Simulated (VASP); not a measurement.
# WSe2 in VASP: single point with PBE+D3(BJ)

Aim: the single point of WSe2 with PBE+D3(BJ).

All numbers are computed with VASP 6.6.1; they aren't measurements. Logs are shortened: lines on timing, memory, paths and dates and some standing lists are left out, and cuts for length are marked.

### 1 The cell of the first run

The cell holds a slab with vacuum, 6 atoms: a = 3.285 Å, b = 3.285 Å, c = 24.239 Å, α = 90.00°, β = 90.00°, γ = 120.00°.

### 2 Single point, PBE+D3(BJ)

Contents of INCAR:

```
SYSTEM = WSe2
PREC = Accurate ; ENCUT = 520
EDIFF = 1E-6 ; ISMEAR = 0
SIGMA = 0.05 ; LREAL = .False.
LASPH = .True. ; NELM = 80
ALGO = Normal ; ISIF = 2
LWAVE = .False. ; LCHARG = .False.
LDIPOL = .True. ; IDIPOL = 3
DIPOL = 0.5 0.5 0.393 ; GGA = PE
IVDW = 12 ; NBANDS = 35
```

Contents of KPOINTS:

```
Automatic mesh
0
Gamma
  9 9 1
  0 0 0
```

Contents of POSCAR:

```
WSe2
1.0
    3.2854926884      0.0000000000      0.0000000000
   -1.6427463442      2.8453201321      0.0000000000
    0.0000000000      0.0000000000     24.2386466672
Se W
4 2
Direct
    0.3333333333      0.6666666667      0.1856539295
    0.3333333333      0.6666666667      0.3246601777
    0.3333333333      0.6666666667      0.4612189569
    0.3333333333      0.6666666667      0.6002252051
    0.6666666667      0.3333333333      0.2551570536
    0.6666666667      0.3333333333      0.5307220810
```

Potentials or basis: VASP PAW PBE potentials, release 64 (Se, W_sv).

Run with:

```
> cat potpaw_PBE.64/Se/POTCAR potpaw_PBE.64/W_sv/POTCAR > POTCAR
> mpirun -np 1 vasp_std > vasp.out
```

OUTCAR:

```text
SYSTEM = WSe2
   PREC = Accurate
   ENCUT = 520
   EDIFF = 1E-6
   ISMEAR = 0
   LREAL = .False.
   LASPH = .True.
   NELM = 80
   ISIF = 2
   GGA = PE
   IVDW = 12
 IVDW          = 12

 ion  position               nearest neighbor table
   1  0.333  0.667  0.186-   5 2.54   5 2.54   5 2.54
   2  0.333  0.667  0.325-   5 2.54   5 2.54   5 2.54
   3  0.333  0.667  0.461-   6 2.54   6 2.54   6 2.54
   4  0.333  0.667  0.600-   6 2.54   6 2.54   6 2.54
   5  0.667  0.333  0.255-   2 2.54   1 2.54   2 2.54   1 2.54   2 2.54   1 2.54
   6  0.667  0.333  0.531-   3 2.54   4 2.54   3 2.54   4 2.54   3 2.54   4 2.54

  LATTYP: Found a hexagonal cell.
 ALAT       =     3.2854926884
 C/A-ratio  =     7.3774769771

  Lattice vectors:

 A1 = (   3.2854926884,   0.0000000000,   0.0000000000)
 A2 = (  -1.6427463442,   2.8453201321,   0.0000000000)
 A3 = (   0.0000000000,   0.0000000000,  24.2386466672)

Analysis of symmetry for initial positions (statically):
=====================================================================
 Subroutine PRICEL returns:
 Original cell was already a primitive cell.

 Routine SETGRP: Setting up the symmetry group for a
 hexagonal supercell.

 Subroutine GETGRP returns: Found 12 space group operations
 (whereof  6 operations were pure point group operations)
 out of a pool of 24 trial point group operations.

The static configuration has the point symmetry C_3v.
 The point group associated with its full space group is D_3h.

Analysis of symmetry for dynamics (positions and initial velocities):
=====================================================================
 Subroutine PRICEL returns:
 Original cell was already a primitive cell.

 Routine SETGRP: Setting up the symmetry group for a
 hexagonal supercell.

 Subroutine GETGRP returns: Found 12 space group operations
 (whereof  6 operations were pure point group operations)
 out of a pool of 24 trial point group operations.

The dynamic configuration has the point symmetry C_3v.
 The point group associated with its full space group is D_3h.

 Subroutine INISYM returns: Found 12 space group operations
 (whereof  6 operations are pure point group operations),
 and found     1 'primitive' translations

----------------------------------------------------------------------------------------

                                     Primitive cell

  volume of cell :     226.5896

  direct lattice vectors                    reciprocal lattice vectors
     3.285492688  0.000000000  0.000000000     0.304368353  0.175727151  0.000000000
    -1.642746344  2.845320132  0.000000000     0.000000000  0.351454302  0.000000000
     0.000000000  0.000000000 24.238646667     0.000000000  0.000000000  0.041256429

  length of vectors
     3.285492688  3.285492688 24.238646667     0.351454302  0.351454302  0.041256429

  position of ions in fractional coordinates (direct lattice)
     0.333333333  0.666666667  0.185653929
     0.333333333  0.666666667  0.324660178
     0.333333333  0.666666667  0.461218957
     0.333333333  0.666666667  0.600225205
     0.666666667  0.333333333  0.255157054
     0.666666667  0.333333333  0.530722081

  ion indices of the primitive-cell ions
   primitive index   ion index
                 1           1
                 2           2
                 3           3
                 4           4
                 5           5
                 6           6

----------------------------------------------------------------------------------------

 KPOINTS: Automatic mesh

Automatic generation of k-mesh.
 Grid dimensions read from file:
 generate k-points for:    9    9    1

 Generating k-lattice:

  Cartesian coordinates                     Fractional coordinates (reciprocal lattice)
     0.033818706  0.019525239  0.000000000     0.111111111  0.000000000  0.000000000
     0.000000000  0.039050478  0.000000000     0.000000000  0.111111111  0.000000000
     0.000000000  0.000000000  0.041256429     0.000000000  0.000000000  1.000000000

  Length of vectors
     0.039050478  0.039050478  0.041256429

  Shift w.r.t. Gamma in fractional coordinates (k-lattice)
     0.000000000  0.000000000  0.000000000

 Subroutine IBZKPT returns following result:
 ===========================================

 Found     12 irreducible k-points:

 Following reciprocal coordinates:
            Coordinates               Weight
  0.000000  0.000000  0.000000      1.000000
  0.111111 -0.000000  0.000000      6.000000
  0.222222 -0.000000  0.000000      6.000000
  0.333333 -0.000000  0.000000      6.000000
  0.444444 -0.000000  0.000000      6.000000
  0.111111  0.111111  0.000000      6.000000
  0.222222  0.111111  0.000000     12.000000
  0.333333  0.111111  0.000000     12.000000
  0.444444  0.111111  0.000000      6.000000
  0.222222  0.222222  0.000000      6.000000
  0.333333  0.222222  0.000000     12.000000
  0.333333  0.333333  0.000000      2.000000
   k-points           NKPTS =     12   k-points in BZ     NKDIM =     12   number of bands    NBANDS=     35
   number of dos      NEDOS =    301   number of ions     NIONS =      6
   total plane-waves  NPLWV = 103680
   dimension x,y,z NGX =    24 NGY =   24 NGZ =  180
   dimension x,y,z NGXF=    48 NGYF=   48 NGZF=  360
   ions per type =               4   2
   NGX,Y,Z   is equivalent  to a cutoff of  12.14, 12.14, 12.35 a.u.
   NGXF,Y,Z  is equivalent  to a cutoff of  24.29, 24.29, 24.69 a.u.
 SYSTEM =  WSe2
   PREC   = accura    normal or accurate (medium, high low for compatibility)
   ISTART =      0    job   : 0-new  1-cont  2-samecut
   ICHARG =      2    charge: 1-file 2-atom 10-const
   ISPIN  =      1    spin polarized calculation?
   LNONCOLLINEAR =      F non collinear calculations
   LSORBIT =      F    spin-orbit coupling
   LASPH  =      T    aspherical Exc in radial PAW
   ENCUT  =  520.0 eV  38.22 Ry    6.18 a.u.   6.11  6.11 45.07*2*pi/ulx,y,z
   NELM   =     80;   NELMIN=  2; NELMDL= -5     # of ELM steps
   EDIFF  = 0.1E-05   stopping-criterion for ELM
   LREAL  =      F    real-space projection
   EDIFFG = 0.1E-04   stopping-criterion for IOM
   NSW    =      0    number of steps for IOM
   IBRION =     -1    ionic relax: 0-MD 1-quasi-New 2-CG
   NFREE  =      0    steps in history (QN), initial steepest desc. (CG)
   ISIF   =      2    stress and relaxation
   ISYM   =      2    0-nonsym 1-usesym 2-fastsym
   POTIM  = 0.5000    time-step for ionic-motion
   TEBEG  =    0.0;   TEEND  =   0.0 temperature during run
   PSTRESS=    0.0 pullay stress
   NELECT =      52.0000    total number of electrons
   NUPDOWN=      -1.0000    fix difference up-down
   EMIN   =  10.00;   EMAX   =-10.00  energy-range for DOS
   EFERMI =   0.00;   METHOD = LEGACY
   ISMEAR =     0;   SIGMA  =   0.05  broadening in eV -4-tet -1-fermi 0-gaus
   EFERMI_NEDOS =   21; number of points for ismear=-14 and -15
   IALGO  =     38    algorithm
   IMIX   =      4    mixing-type and parameters
     AMIX     =   0.40;   BMIX     =  1.00
     AMIX_MAG =   1.60;   BMIX_MAG =  1.00
  volume/ion in A,a.u.               =      37.76       254.85
  Fermi-wavevector in a.u.,A,eV,Ry     =   1.002296  1.894065 13.668372  1.004597
  Thomas-Fermi vector in A             =   2.134774
   LORBIT       =      0    0 simple, 1 ext, 2 COOP (PROOUT), +10 PAW based schemes
   GGA     = PE    functional components
   LHFCALC =     F    Hartree Fock is set to
   AEXX    =    0.0000 exact exchange contribution
   IVDW    =    12    specifies the selected vdW correction
   LEPSILON=     F    determine dielectric tensor
   LRPA    =     F    only Hartree local field effects (RPA)
 non-spin polarized calculation
 Gauss-broadening in eV      SIGMA  =   0.05
  energy-cutoff  :      520.00
  volume of cell :      226.59
 maximum number of plane-waves:      6144
   NGX = 13   NGY = 13   NGZ = 91

 dipolmoment           0.000000      0.000000      0.000049 electrons x Angstroem

 number of electron      51.9999987 magnetization

 dipolmoment           0.000000      0.000000     -0.000002 electrons x Angstroem

 Free energy of the ion-electron system (eV)
  ---------------------------------------------------
  ext. energy  EPLUGINS =         0.00000000
  ---------------------------------------------------
  free energy    TOTEN  =       -43.07166150 eV

  energy without entropy =      -43.07166150  energy(sigma->0) =      -43.07166150

 E-fermi :   1.3777     XC(G=0):  -6.2263

 val. band max:        0.9396644063   @ k =   0.0000   0.0000   0.0000
 cond. band min:       2.3677216459   @ k =   0.2222   0.1111   0.0000
 fundamental gap:      1.4280572396
 Fermi energy:         1.3776676274

 k-point     1 :       0.0000    0.0000    0.0000
  band No.  band energies     occupation
      1     -73.1708      2.00000
      2     -73.1708      2.00000
      3     -37.4200      2.00000
      4     -37.4200      2.00000
      5     -37.2811      2.00000
      6     -37.2811      2.00000
[... 27 lines left out ...]
     34       4.0719      0.00000
     35       5.2104      0.00000

 k-point     2 :       0.1111   -0.0000    0.0000
  band No.  band energies     occupation
      1     -73.1696      2.00000
      2     -73.1696      2.00000
      3     -37.4148      2.00000
      4     -37.4148      2.00000
      5     -37.3089      2.00000
      6     -37.3089      2.00000
[... 27 lines left out ...]
     34       4.2050      0.00000
     35       5.6213      0.00000
[... 340 lines left out ...]
     34       5.7895      0.00000
     35       5.9834      0.00000

 k-point    12 :       0.3333    0.3333    0.0000
  band No.  band energies     occupation
      1     -73.1591      2.00000
      2     -73.1590      2.00000
      3     -37.4555      2.00000
      4     -37.4555      2.00000
      5     -37.4321      2.00000
      6     -37.4321      2.00000
[... 27 lines left out ...]
     34       6.0492      0.00000
     35       6.1581      0.00000

------------------------ aborting loop because EDIFF is reached ----------------------------------------

 vacuum level on the upper side and lower side of the slab       (xc-potential included)        -0.141        -0.138

 Edisp (eV)   -2.35873

 E8    (eV) :    -1.0837

  FORCE on cell =-STRESS in cart. coord.  units (eV):
  Direction    XX          YY          ZZ          XY          YZ          ZX
  --------------------------------------------------------------------------------------
  -------------------------------------------------------------------------------------
  Total       0.01567     0.01567     1.25325     0.00000     0.00000     0.00000
  in kB       0.11083     0.11083     8.86149     0.00000     0.00000     0.00000
  external pressure =        3.03 kB  Pullay stress =        0.00 kB

 VOLUME and BASIS-vectors are now :
 -----------------------------------------------------------------------------
  energy-cutoff  :      520.00
  volume of cell :      226.59
      direct lattice vectors                 reciprocal lattice vectors
     3.285492688  0.000000000  0.000000000     0.304368353  0.175727151  0.000000000
    -1.642746344  2.845320132  0.000000000     0.000000000  0.351454302  0.000000000
     0.000000000  0.000000000 24.238646667     0.000000000  0.000000000  0.041256429

 POSITION                                       TOTAL-FORCE (eV/Angst)
 -----------------------------------------------------------------------------------
     -0.00000      1.89688      4.50000        -0.000000     -0.000000     -0.043884
     -0.00000      1.89688      7.86932         0.000000     -0.000000     -0.210961
     -0.00000      1.89688     11.17932         0.000000     -0.000000      0.210961
     -0.00000      1.89688     14.54865        -0.000000     -0.000000      0.043884
      1.64275      0.94844      6.18466        -0.000000      0.000000     -0.024429
      1.64275      0.94844     12.86398         0.000000      0.000000      0.024429
 -----------------------------------------------------------------------------------
    total drift:                               -0.000000      0.000000     -0.000051

  FREE ENERGIE OF THE ION-ELECTRON SYSTEM (eV)
  ---------------------------------------------------
  free  energy   TOTEN  =       -45.4303892824 eV

  energy  without entropy=      -45.4303892824  energy(sigma->0) =      -45.43038928

 vacuum level on the upper side and lower side of the slab         5.831         5.830
```

Run time: 75 s. Hardware: 1 thread of Intel Xeon 6975P-C (Granite Rapids), shared host; peak memory 0.34 GiB.

What came out:

```
Free energy                : -45.4304 eV
Largest force              : 0.211 eV/Å
Band gap on the k mesh     : 1.43 eV (least direct gap 1.63 eV)
Dispersion energy per atom : -0.393 eV
```

Forces on the atoms (eV/Å):
```
Se   0.000  0.000 -0.044
Se   0.000  0.000 -0.211
Se   0.000  0.000  0.211
Se   0.000  0.000  0.044
W    0.000  0.000 -0.024
W    0.000  0.000  0.024
```

Caveat: spin-orbit coupling is left out, which moves the levels of the heavy elements.
